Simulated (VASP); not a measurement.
# BAs (l.bA) (F-43m) in VASP: notebook

BAs (l.bA) is run at these levels: LDA; tasks: single point, relaxation of cell and atoms.

All numbers are computed with VASP 6.6.1; they aren't measurements. Logs are shortened: lines on timing, memory, paths and dates and some standing lists are left out, and cuts for length are marked.

## (1) The cell of the first run

Symmetry: F-43m, No. 216, cubic system. Conventional cell: a = 4.732 Å, b = 4.732 Å, c = 4.732 Å, α = 90.00°, β = 90.00°, γ = 90.00°. B (site symmetry -43m) has 4 As at 2.05 Å within 2.7 Å. As (site symmetry -43m) has 4 B at 2.05 Å within 2.7 Å.

## (2) Single point, LDA

File INCAR:

```
  PREC = Accurate
  ENCUT = 500
  EDIFF = 1E-6
  ISMEAR = 0
  SIGMA = 0.02
  LREAL = False
  LASPH = True
  NELM = 120
  ALGO = Normal
  ISIF = 2
  LWAVE = False
  LCHARG = True
  LELF = True
  LVHAR = True
  NBANDS = 11
  GGA_COMPAT = False
```

File KPOINTS:

```
regular mesh
0
Gamma
  10 10 10
```

File POSCAR:

```
BAs
1.0
    0.0000000000      2.3659693683      2.3659693683
    2.3659693683      0.0000000000      2.3659693683
    2.3659693683      2.3659693683      0.0000000000
B As
1 1
Direct
    0.0000000000      0.0000000000      0.0000000000
    0.2500000000      0.2500000000      0.2500000000
```

Potentials or basis: VASP PAW LDA potentials, release 64 (B, As).

Command:

```console
> cat potpaw_LDA.64/B/POTCAR potpaw_LDA.64/As/POTCAR > POTCAR
> mpirun -np 1 vasp_std > vasp.out
```

OUTCAR:

```text
PREC = Accurate
   ENCUT = 500
   EDIFF = 1E-6
   ISMEAR = 0
   LREAL = False
   LASPH = True
   NELM = 120
   ISIF = 2

 ion  position               nearest neighbor table
   1  0.000  0.000  0.000-   2 2.05   2 2.05   2 2.05   2 2.05
   2  0.250  0.250  0.250-   1 2.05   1 2.05   1 2.05   1 2.05

  LATTYP: Found a face centered cubic cell.
 ALAT       =     4.7319387366

  Lattice vectors:

 A1 = (   0.0000000000,   2.3659693683,   2.3659693683)
 A2 = (   2.3659693683,   0.0000000000,   2.3659693683)
 A3 = (   2.3659693683,   2.3659693683,   0.0000000000)

Analysis of symmetry for initial positions (statically):
=====================================================================
 Subroutine PRICEL returns:
 Original cell was already a primitive cell.

 Routine SETGRP: Setting up the symmetry group for a
 face centered cubic supercell.

 Subroutine GETGRP returns: Found 24 space group operations
 (whereof 24 operations were pure point group operations)
 out of a pool of 48 trial point group operations.

The static configuration has the point symmetry T_d .

Analysis of symmetry for dynamics (positions and initial velocities):
=====================================================================
 Subroutine PRICEL returns:
 Original cell was already a primitive cell.

 Routine SETGRP: Setting up the symmetry group for a
 face centered cubic supercell.

 Subroutine GETGRP returns: Found 24 space group operations
 (whereof 24 operations were pure point group operations)
 out of a pool of 48 trial point group operations.

The dynamic configuration has the point symmetry T_d .

 Subroutine INISYM returns: Found 24 space group operations
 (whereof 24 operations are pure point group operations),
 and found     1 'primitive' translations

----------------------------------------------------------------------------------------

                                     Primitive cell

  volume of cell :      26.4885

  direct lattice vectors                    reciprocal lattice vectors
     0.000000000  2.365969368  2.365969368    -0.211329870  0.211329870  0.211329870
     2.365969368  0.000000000  2.365969368     0.211329870 -0.211329870  0.211329870
     2.365969368  2.365969368  0.000000000     0.211329870  0.211329870 -0.211329870

  length of vectors
     3.345985969  3.345985969  3.345985969     0.366034073  0.366034073  0.366034073

  position of ions in fractional coordinates (direct lattice)
     0.000000000  0.000000000  0.000000000
     0.250000000  0.250000000  0.250000000

  ion indices of the primitive-cell ions
   primitive index   ion index
[... 83 lines left out ...]
   TEBEG  =    0.0;   TEEND  =   0.0 temperature during run
   PSTRESS=    0.0 pullay stress
   NELECT =       8.0000    total number of electrons
   NUPDOWN=      -1.0000    fix difference up-down
   EMIN   =  10.00;   EMAX   =-10.00  energy-range for DOS
   EFERMI =   0.00;   METHOD = LEGACY
   ISMEAR =     0;   SIGMA  =   0.02  broadening in eV -4-tet -1-fermi 0-gaus
   EFERMI_NEDOS =   21; number of points for ismear=-14 and -15
   IALGO  =     38    algorithm
   IMIX   =      4    mixing-type and parameters
     AMIX     =   0.40;   BMIX     =  1.00
     AMIX_MAG =   1.60;   BMIX_MAG =  1.00
  volume/ion in A,a.u.               =      13.24        89.38
  Fermi-wavevector in a.u.,A,eV,Ry     =   1.098379  2.075636 16.414576  1.206437
  Thomas-Fermi vector in A             =   2.234756
   LORBIT       =      0    0 simple, 1 ext, 2 COOP (PROOUT), +10 PAW based schemes
   GGA     = CA    functional components
   LHFCALC =     F    Hartree Fock is set to
   AEXX    =    0.0000 exact exchange contribution
   IVDW    =     0    specifies the selected vdW correction
   LEPSILON=     F    determine dielectric tensor
   LRPA    =     F    only Hartree local field effects (RPA)
 non-spin polarized calculation
 Gauss-broadening in eV      SIGMA  =   0.02
  energy-cutoff  :      500.00
  volume of cell :       26.49
 maximum number of plane-waves:       692
   NGX = 13   NGY = 13   NGZ = 13

 number of electron       8.0000001 magnetization

 Free energy of the ion-electron system (eV)
  ---------------------------------------------------
  ext. energy  EPLUGINS =         0.00000000
  ---------------------------------------------------
  free energy    TOTEN  =       -12.92567217 eV

  energy without entropy =      -12.92567217  energy(sigma->0) =      -12.92567217

 E-fermi :   6.5687     XC(G=0): -10.9028

 val. band max:        6.4817250544   @ k =   0.0000   0.0000   0.0000
 cond. band min:       7.5783121234   @ k =   0.4000   0.4000   0.0000
 fundamental gap:      1.0965870690
 Fermi energy:         6.5687344500

 k-point     1 :       0.0000    0.0000    0.0000
  band No.  band energies     occupation
      1      -9.1557      2.00000
      2       6.4817      2.00000
      3       6.4817      2.00000
      4       6.4817      2.00000
      5       9.7681      0.00000
      6       9.7681      0.00000
      7       9.7681      0.00000
      8      11.5403      0.00000
      9      15.9827      0.00000
     10      19.6336      0.00000
     11      19.6336      0.00000
[... 309 lines left out ...]
 k-point    24 :       0.4000    0.3000    0.0000
  band No.  band energies     occupation
      1      -6.4487      2.00000
      2       0.0063      2.00000
      3       2.3874      2.00000
      4       2.8955      2.00000
      5       8.1153      0.00000
      6       9.8268      0.00000
      7      15.4445      0.00000
      8      15.6587      0.00000
      9      18.6265      0.00000
     10      22.4871      0.00000
     11      22.5762      0.00000

 [... further k-points ...]

------------------------ aborting loop because EDIFF is reached ----------------------------------------

  FORCE on cell =-STRESS in cart. coord.  units (eV):
  Direction    XX          YY          ZZ          XY          YZ          ZX
  --------------------------------------------------------------------------------------
  -------------------------------------------------------------------------------------
  Total        0.1626962      0.1626962      0.1626962     -0.0000000     -0.0000000      0.0000000
  in kB        9.8408069      9.8408069      9.8408069     -0.0000000     -0.0000000      0.0000000
  external PRESSURE =       9.8408069 kB  Pullay stress =       0.0000000 kB

 VOLUME and BASIS-vectors are now :
 -----------------------------------------------------------------------------
  energy-cutoff  :      500.00
  volume of cell :       26.49
      direct lattice vectors                 reciprocal lattice vectors
     0.000000000  2.365969368  2.365969368    -0.211329870  0.211329870  0.211329870
     2.365969368  0.000000000  2.365969368     0.211329870 -0.211329870  0.211329870
     2.365969368  2.365969368  0.000000000     0.211329870  0.211329870 -0.211329870

 POSITION                                       TOTAL-FORCE (eV/Angst)
 -----------------------------------------------------------------------------------
      0.00000      0.00000      0.00000         0.000000      0.000000      0.000000
      1.18298      1.18298      1.18298        -0.000000     -0.000000     -0.000000
 -----------------------------------------------------------------------------------
    total drift:                                0.000000      0.000000      0.000000

  FREE ENERGIE OF THE ION-ELECTRON SYSTEM (eV)
  ---------------------------------------------------
  free  energy   TOTEN  =       -12.9256721748 eV

  energy  without entropy=      -12.9256721748  energy(sigma->0) =      -12.92567217
```

stdout:

```text
POSCAR found type information on POSCAR B As
 POSCAR found :  2 types and       2 ions
 scaLAPACK will be used
 LDA part: xc-table for (Slater(with rela. corr.)+CA(PZ))
 , standard interpolation
 POSCAR, INCAR and KPOINTS ok, starting setup
 FFT: planning ... GRIDC
 FFT: planning ... GRID_SOFT
 FFT: planning ... GRID
 WAVECAR not read
 entering main loop
```

Run time: 12 s. Hardware: 1 thread of Intel Xeon 8259CL, shared host; peak memory 0.13 GiB.

Results:

| Item | Value |
| --- | --- |
| Free energy | -12.9257 eV |
| Pressure | 1.0 GPa |
| Band gap on the k mesh | 1.10 eV, indirect (least direct gap 3.29 eV) |

## (3) Single point, LDA

File INCAR:

```
SYSTEM = BAs
  PREC = Accurate
  ENCUT = 500
  EDIFF = 1E-6
  ISMEAR = 0
  SIGMA = 0.02
  LREAL = .False.
  LASPH = .True.
  NELM = 120
  ALGO = Normal
  ISIF = 2
  LWAVE = .False.
  LCHARG = .False.
  GGA = CA
  NBANDS = 11
  GGA_COMPAT = .False.
```

File KPOINTS:

```
Automatic mesh
0
Gamma
  10 10 10
  0 0 0
```

POSCAR is that of step 2.

Potentials or basis: VASP PAW LDA potentials, release 64 (B, As).

Command:

```console
> cat potpaw_LDA.64/B/POTCAR potpaw_LDA.64/As/POTCAR > POTCAR
> mpirun -np 1 vasp_std > vasp.out
```

Wall time 11 s (1 thread of Intel Xeon 8259CL, shared host); peak memory 0.13 GiB.

It converged, with:

| Quantity | Value |
| --- | --- |
| Free energy | -12.9257 eV |
| Pressure | 1.0 GPa |
| Band gap on the k mesh | 1.10 eV, indirect (least direct gap 3.29 eV) |

Levels at points of the mesh, in eV from the valence-band top:
| k point | band 1 | band 2 | band 3 | band 4 | band 5 | band 6 | band 7 | band 8 |
| --- | --- | --- | --- | --- | --- | --- | --- | --- |
| (0.00, 0.00, 0.00) | -15.64 | 0.00 | 0.00 | 0.00 | 3.29 | 3.29 | 3.29 | 5.06 |
| (0.50, 0.00, 0.00) | -12.68 | -8.97 | -1.87 | -1.87 | 2.86 | 4.78 | 4.78 | 8.75 |
| (0.50, 0.50, 0.00) | -11.35 | -8.59 | -4.20 | -4.20 | 1.32 | 1.38 | 11.51 | 11.51 |

## (4) Relaxation of cell and atoms, LDA

This run uses another cell than the first one, of 13.57 Å³/atom, 1.024 times its volume.

File INCAR:

```
SYSTEM = BAs
PREC = Accurate
ENCUT = 500
EDIFF = 1E-7
ISMEAR = 0
SIGMA = 0.02
LREAL = .FALSE.
LASPH = .TRUE.
NELM = 120
ALGO = Normal
ISIF = 3
LWAVE = .FALSE.
LCHARG = .FALSE.
IBRION = 2
NSW = 100
EDIFFG = -0.002
GGA_COMPAT = .FALSE.
NELMIN = 4
```

File KPOINTS:

```
regular mesh
0
G
  10 10 10
  0 0 0
```

File POSCAR:

```
BAs
1.0
    0.0000000000      2.3850000000      2.3850000000
    2.3850000000      0.0000000000      2.3850000000
    2.3850000000      2.3850000000      0.0000000000
B As
1 1
Direct
    0.0000000000      0.0000000000      0.0000000000
    0.2500000000      0.2500000000      0.2500000000
```

Command:

```console
> cat potpaw_LDA.64/B/POTCAR potpaw_LDA.64/As/POTCAR > POTCAR
> mpirun -np 1 vasp_std > vasp.out
```

Wall time 51 s (1 thread of Intel Xeon 8259CL, shared host); peak memory 0.15 GiB.

It converged, with:

```
Free energy                            : -12.9264 eV
Relaxed volume                         : 13.33 Å³/atom
Relaxed cell                           : a = 3.353 Å, b = 3.353 Å, c = 3.353 Å, α = 60.00°, β = 60.00°, γ = 60.00°
Space group after relaxing (to 0.05 Å) : F-43m (No. 216)
Energy gained by relaxing              : 1.8 meV/atom
Ionic steps                            : 3
Pressure after relaxing                : 0.0 GPa
Band gap on the k mesh                 : 1.10 eV, indirect (least direct gap 3.28 eV)
```

The path:
| step | energy change (eV) | largest force (eV/Å) | pressure (GPa) | volume (Å³) |
| --- | --- | --- | --- | --- |
| 1 | 0.0000 | 0.0000 | -2.48 | 27.13 |
| 2 | -0.0016 | 0.0000 | 1.99 | 26.32 |
| 3 | -0.0037 | 0.0000 | -0.01 | 26.66 |

Final structure:
```
CELL_PARAMETERS angstrom
0.00000 2.37119 2.37119
2.37119 0.00000 2.37119
2.37119 2.37119 0.00000
ATOMIC_POSITIONS crystal
B 0.00000 0.00000 0.00000
As 0.25000 0.25000 0.25000
```

Levels at points of the mesh, in eV from the valence-band top:
| k point | band 1 | band 2 | band 3 | band 4 | band 5 | band 6 | band 7 | band 8 |
| --- | --- | --- | --- | --- | --- | --- | --- | --- |
| (0.00, 0.00, 0.00) | -15.58 | 0.00 | 0.00 | 0.00 | 3.28 | 3.28 | 3.28 | 4.97 |
| (0.50, 0.00, 0.00) | -12.64 | -8.92 | -1.85 | -1.85 | 2.82 | 4.78 | 4.78 | 8.74 |
| (0.50, 0.50, 0.00) | -11.33 | -8.55 | -4.17 | -4.17 | 1.32 | 1.39 | 11.44 | 11.44 |
